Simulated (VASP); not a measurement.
# Yb2C2N in VASP: density of states with PBE

Aim: the density of states of Yb2C2N with PBE.

All numbers are computed with VASP 6.6.1; they aren't measurements. Logs are shortened: lines on timing, memory, paths and dates and some standing lists are left out, and cuts for length are marked.

### Step 1. The cell of the first run

The typed cell holds 5 atoms: a = 3.463 Å, b = 3.463 Å, c = 6.167 Å, α = 90.00°, β = 90.00°, γ = 60.00°.

### Step 2. Density of states, PBE

Contents of POSCAR:

```
Yb2C2N
1.0
    1.7316418400      2.9992904100      0.0000000000
   -1.7316418400      2.9992904100      0.0000000000
    0.0000000000      0.0000000000      6.1668737800
N C Yb
1 2 2
Direct
    0.0000000000      0.0000000000      0.0000000000
    0.3333000000      0.3334000000      0.6200000000
    0.6667000000      0.6666000000      0.3800000000
    0.3333000000      0.3334000000      0.2900000000
    0.6667000000      0.6666000000      0.7100000000
```

Contents of INCAR.step1:

```
ALGO = Normal
EDIFF = 1E-7
ENCUT = 520
GGA = PE
ISIF = 2
ISMEAR = -1
LASPH = T
LCHARG = T
LMAXMIX = 6
LREAL = F
LWAVE = F
NBANDS = 38
NELM = 100
PREC = Accurate
SIGMA = 0.1
```

Contents of KPOINTS.step1:

```
k-points
0
Gamma
  7 7 4
```

Contents of INCAR.step2:

```
ALGO = Normal
EDIFF = 1E-7
ENCUT = 520
GGA = PE
ICHARG = 11
ISIF = 2
ISMEAR = -5
LASPH = T
LCHARG = F
LMAXMIX = 6
LORBIT = 10
LREAL = F
LWAVE = F
NEDOS = 1001
NELM = 100
PREC = Accurate
SIGMA = 0.1
```

Contents of KPOINTS.step2:

```
k-points
0
Gamma
  11 11 6
```

Potentials or basis: VASP PAW PBE potentials, release 64 (N, C, Yb).

Command:

```sh
cat potpaw_PBE.64/N/POTCAR potpaw_PBE.64/C/POTCAR potpaw_PBE.64/Yb/POTCAR > POTCAR
cp INCAR.step1 INCAR
cp KPOINTS.step1 KPOINTS
mpirun -np 1 vasp_std > vasp.out
cp INCAR.step2 INCAR
cp KPOINTS.step2 KPOINTS
mpirun -np 1 vasp_std > vasp.out
```

OUTCAR:

```text
EDIFF = 1E-7
   ENCUT = 520
   GGA = PE
   ICHARG = 11
   ISIF = 2
   ISMEAR = -5
   LASPH = T
   LORBIT = 10
   LREAL = F
   NELM = 100
   PREC = Accurate

 ion  position               nearest neighbor table
   1  0.000  0.000  0.000-   5 2.68   4 2.68   5 2.68   4 2.68   5 2.68   4 2.68
   2  0.333  0.333  0.620-   4 2.04   5 2.07   5 2.07   5 2.08
   3  0.667  0.667  0.380-   5 2.04   4 2.07   4 2.07   4 2.08
   4  0.333  0.333  0.290-   2 2.04   3 2.07   3 2.07   3 2.08   1 2.68   1 2.68   1 2.68   5 3.27
                             5 3.27   5 3.27
   5  0.667  0.667  0.710-   3 2.04   2 2.07   2 2.07   2 2.08   1 2.68   1 2.68   1 2.68   4 3.27
                             4 3.27   4 3.27

  LATTYP: Found a hexagonal cell.
 ALAT       =     3.4632826084
 C/A-ratio  =     1.7806441106

  Lattice vectors:

 A1 = (   1.7316418400,  -2.9992904100,   0.0000000000)
 A2 = (   1.7316418400,   2.9992904100,   0.0000000000)
 A3 = (   0.0000000000,   0.0000000000,   6.1668737800)

Analysis of symmetry for initial positions (statically):
=====================================================================
 Subroutine PRICEL returns:
 Original cell was already a primitive cell.

 Routine SETGRP: Setting up the symmetry group for a
 hexagonal supercell.

 Subroutine GETGRP returns: Found  4 space group operations
 (whereof  4 operations were pure point group operations)
 out of a pool of 24 trial point group operations.

The static configuration has the point symmetry C_2h.

Analysis of symmetry for dynamics (positions and initial velocities):
=====================================================================
 Subroutine PRICEL returns:
 Original cell was already a primitive cell.

 Routine SETGRP: Setting up the symmetry group for a
 hexagonal supercell.

 Subroutine GETGRP returns: Found  4 space group operations
 (whereof  4 operations were pure point group operations)
 out of a pool of 24 trial point group operations.

The dynamic configuration has the point symmetry C_2h.

 Subroutine INISYM returns: Found  4 space group operations
 (whereof  4 operations are pure point group operations),
 and found     1 'primitive' translations

----------------------------------------------------------------------------------------

                                     Primitive cell

  volume of cell :      64.0577

  direct lattice vectors                    reciprocal lattice vectors
     1.731641840  2.999290410  0.000000000     0.288743312  0.166706098  0.000000000
    -1.731641840  2.999290410  0.000000000    -0.288743312  0.166706098  0.000000000
     0.000000000  0.000000000  6.166873780     0.000000000  0.000000000  0.162156716

  length of vectors
     3.463282608  3.463282608  6.166873780     0.333412092  0.333412092  0.162156716

  position of ions in fractional coordinates (direct lattice)
     0.000000000  0.000000000  0.000000000
     0.333300000  0.333400000  0.620000000
     0.666700000  0.666600000  0.380000000
     0.333300000  0.333400000  0.290000000
     0.666700000  0.666600000  0.710000000

  ion indices of the primitive-cell ions
   primitive index   ion index
                 1           1
                 2           2
                 3           3
                 4           4
                 5           5

----------------------------------------------------------------------------------------

 KPOINTS: k-points

Automatic generation of k-mesh.
 Grid dimensions read from file:
 generate k-points for:   11   11    6

 Generating k-lattice:

  Cartesian coordinates                     Fractional coordinates (reciprocal lattice)
     0.026249392  0.015155100  0.000000000     0.090909091  0.000000000  0.000000000
    -0.026249392  0.015155100  0.000000000     0.000000000  0.090909091  0.000000000
     0.000000000  0.000000000  0.027026119     0.000000000  0.000000000  0.166666667

  Length of vectors
     0.030310190  0.030310190  0.027026119

  Shift w.r.t. Gamma in fractional coordinates (k-lattice)
     0.000000000  0.000000000  0.000000000

 TETIRR: Found   2174 inequivalent tetrahedra from     4356

 Subroutine IBZKPT returns following result:
 ===========================================

 Found    204 irreducible k-points:

 Following reciprocal coordinates:
            Coordinates               Weight
  0.000000  0.000000  0.000000      1.000000
  0.090909 -0.000000  0.000000      4.000000
 -0.000000  0.090909  0.000000      2.000000
  0.181818  0.000000  0.000000      4.000000
  0.000000  0.181818  0.000000      2.000000
  0.272727 -0.000000  0.000000      4.000000
[... 16 lines left out ...]
 -0.454545  0.090909  0.000000      4.000000
 -0.090909  0.454545  0.000000      2.000000
 [... further k-points ...]
   k-points           NKPTS =    204   k-points in BZ     NKDIM =    204   number of bands    NBANDS=     36
   number of dos      NEDOS =   1001   number of ions     NIONS =      5
   total plane-waves  NPLWV =  37632
   dimension x,y,z NGX =    28 NGY =   28 NGZ =   48
   dimension x,y,z NGXF=    56 NGYF=   56 NGZF=   96
   ions per type =               1   2   2
   NGX,Y,Z   is equivalent  to a cutoff of  13.44, 13.44, 12.94 a.u.
   NGXF,Y,Z  is equivalent  to a cutoff of  26.88, 26.88, 25.88 a.u.
 SYSTEM =  unknown system
   PREC   = accura    normal or accurate (medium, high low for compatibility)
   ISTART =      0    job   : 0-new  1-cont  2-samecut
   ICHARG =     11    charge: 1-file 2-atom 10-const
   ISPIN  =      1    spin polarized calculation?
   LNONCOLLINEAR =      F non collinear calculations
   LSORBIT =      F    spin-orbit coupling
   LASPH  =      T    aspherical Exc in radial PAW
   ENCUT  =  520.0 eV  38.22 Ry    6.18 a.u.   6.44  6.44 11.47*2*pi/ulx,y,z
   NELM   =    100;   NELMIN=  2; NELMDL=  0     # of ELM steps
   EDIFF  = 0.1E-06   stopping-criterion for ELM
   LREAL  =      F    real-space projection
   EDIFFG = 0.1E-05   stopping-criterion for IOM
   NSW    =      0    number of steps for IOM
   IBRION =     -1    ionic relax: 0-MD 1-quasi-New 2-CG
   NFREE  =      0    steps in history (QN), initial steepest desc. (CG)
   ISIF   =      2    stress and relaxation
   ISYM   =      2    0-nonsym 1-usesym 2-fastsym
   POTIM  = 0.5000    time-step for ionic-motion
   TEBEG  =    0.0;   TEEND  =   0.0 temperature during run
   PSTRESS=    0.0 pullay stress
   NELECT =      61.0000    total number of electrons
   NUPDOWN=      -1.0000    fix difference up-down
   EMIN   =  10.00;   EMAX   =-10.00  energy-range for DOS
   EFERMI =   0.00;   METHOD = LEGACY
   ISMEAR =    -5;   SIGMA  =   0.10  broadening in eV -4-tet -1-fermi 0-gaus
   EFERMI_NEDOS =   21; number of points for ismear=-14 and -15
   IALGO  =     38    algorithm
   IMIX   =      4    mixing-type and parameters
     AMIX     =   0.40;   BMIX     =  1.00
     AMIX_MAG =   1.60;   BMIX_MAG =  1.00
  volume/ion in A,a.u.               =      12.81        86.46
  Fermi-wavevector in a.u.,A,eV,Ry     =   1.610624  3.043638 35.295015  2.594110
  Thomas-Fermi vector in A             =   2.706145
   LORBIT       =     10    0 simple, 1 ext, 2 COOP (PROOUT), +10 PAW based schemes
   GGA     = PE    functional components
   LHFCALC =     F    Hartree Fock is set to
   AEXX    =    0.0000 exact exchange contribution
   IVDW    =     0    specifies the selected vdW correction
   LEPSILON=     F    determine dielectric tensor
   LRPA    =     F    only Hartree local field effects (RPA)
 non-spin polarized calculation
 Fermi weights with tetrahedron method with Bloechl corrections
  energy-cutoff  :      520.00
  volume of cell :       64.06
 maximum number of plane-waves:      1762
 NGX is ok and might be reduce to    28

 number of electron      60.9999992 magnetization

 Free energy of the ion-electron system (eV)
  ---------------------------------------------------
  ext. energy  EPLUGINS =         0.00000000
  ---------------------------------------------------
  free energy    TOTEN  =       -26.79354406 eV

  energy without entropy =      -26.79354406  energy(sigma->0) =      -26.79354406

 E-fermi :   2.6220     XC(G=0): -11.9467

 val. band max:        2.6715717980   @ k =   0.4545  -0.1818   0.3333
 cond. band min:       2.6143186478   @ k =   0.1818   0.0909   0.5000
 fundamental gap:     -0.0572531503
 Fermi energy:         2.6219534601

 k-point     1 :       0.0000    0.0000    0.0000
  band No.  band energies     occupation
      1     -48.1354      2.00000
      2     -48.0731      2.00000
      3     -21.0736      2.00000
      4     -20.2117      2.00000
      5     -20.2105      2.00000
      6     -20.0447      2.00000
[... 28 lines left out ...]
     35       8.1547      0.00000
     36       8.4564      0.00000

 k-point     2 :       0.0909   -0.0000    0.0000
  band No.  band energies     occupation
      1     -48.1316      2.00000
      2     -48.0715      2.00000
      3     -21.0582      2.00000
      4     -20.2951      2.00000
      5     -20.2295      2.00000
      6     -20.1016      2.00000
[... 28 lines left out ...]
     35       8.2526      0.00000
     36       8.5669      0.00000

 k-point     3 :      -0.0000    0.0909    0.0000
  band No.  band energies     occupation
      1     -48.1316      2.00000
      2     -48.0715      2.00000
      3     -21.0582      2.00000
      4     -20.2943      2.00000
      5     -20.2303      2.00000
      6     -20.1010      2.00000
[... 28 lines left out ...]
     35       8.2516      0.00000
     36       8.5797      0.00000
[... 742 lines left out ...]
 k-point    23 :      -0.4545    0.0909    0.0000
  band No.  band energies     occupation
      1     -48.0794      2.00000
      2     -48.0605      2.00000
      3     -21.0594      2.00000
      4     -21.0247      2.00000
      5     -20.4780      2.00000
      6     -20.3897      2.00000
[... 28 lines left out ...]
     35       8.0705      0.00000
     36       9.0926      0.00000

 k-point    24 :      -0.0909    0.4545    0.0000
  band No.  band energies     occupation
      1     -48.0794      2.00000
      2     -48.0605      2.00000
      3     -21.0584      2.00000
      4     -21.0245      2.00000
      5     -20.4787      2.00000
      6     -20.3895      2.00000
[... 28 lines left out ...]
     35       8.0746      0.00000
     36       9.1870      0.00000

 [... further k-points ...]
[... 5 lines left out ...]
  --------------------------------------------------------------------------------------
  -------------------------------------------------------------------------------------
  Total        9.3622274      9.3645913      5.6567111      0.0020539      0.0097240     -0.0168425
  in kB      234.1629186    234.2220445    141.4825697      0.0513719      0.2432104     -0.4212555
  external PRESSURE =     203.2891776 kB  Pullay stress =       0.0000000 kB

 VOLUME and BASIS-vectors are now :
 -----------------------------------------------------------------------------
  energy-cutoff  :      520.00
  volume of cell :       64.06
      direct lattice vectors                 reciprocal lattice vectors
     1.731641840  2.999290410  0.000000000     0.288743312  0.166706098  0.000000000
    -1.731641840  2.999290410  0.000000000    -0.288743312  0.166706098  0.000000000
     0.000000000  0.000000000  6.166873780     0.000000000  0.000000000  0.162156716

 POSITION                                       TOTAL-FORCE (eV/Angst)
 -----------------------------------------------------------------------------------
      0.00000      0.00000      0.00000        -0.000000      0.000000     -0.000000
     -0.00017      1.99963      3.82346         0.005490     -0.003170     -0.164417
      0.00017      3.99895      2.34341        -0.005490      0.003170      0.164417
     -0.00017      1.99963      1.78839         0.009769     -0.005640     -7.964015
      0.00017      3.99895      4.37848        -0.009769      0.005640      7.964015
 -----------------------------------------------------------------------------------
    total drift:                               -0.000000      0.000000     -0.000000

  FREE ENERGIE OF THE ION-ELECTRON SYSTEM (eV)
  ---------------------------------------------------
  free  energy   TOTEN  =       -26.7935440635 eV

  energy  without entropy=      -26.7935440635  energy(sigma->0) =      -26.79354406

 total charge

# of ion       s       p       d       f       tot
--------------------------------------------------
    1        1.299   2.115   0.000   0.000   3.414
    2        1.003   1.433   0.000   0.000   2.436
    3        1.003   1.433   0.000   0.000   2.436
    4        2.215   6.255   1.076  13.313  22.859
    5        2.215   6.255   1.076  13.313  22.859
--------------------------------------------------
tot          7.736  17.491   2.151  26.626  54.004
```

Run time: 10 min. Hardware: 1 thread of Intel Xeon 6975P-C (Granite Rapids), shared host; peak memory 0.54 GiB.

Results:

* Valence electrons inside the program's atomic spheres: N 3.41; C 2.44; Yb 22.86

Caveat: spin-orbit coupling is left out, which moves the levels of the heavy elements; without U or exact exchange the open f shell lies at the Fermi level, which spoils levels, moments and volumes; tetrahedron occupations give inexact forces and stress in metals. Spin polarisation is off, so any magnetic state and its effect on volume and gap are missing.
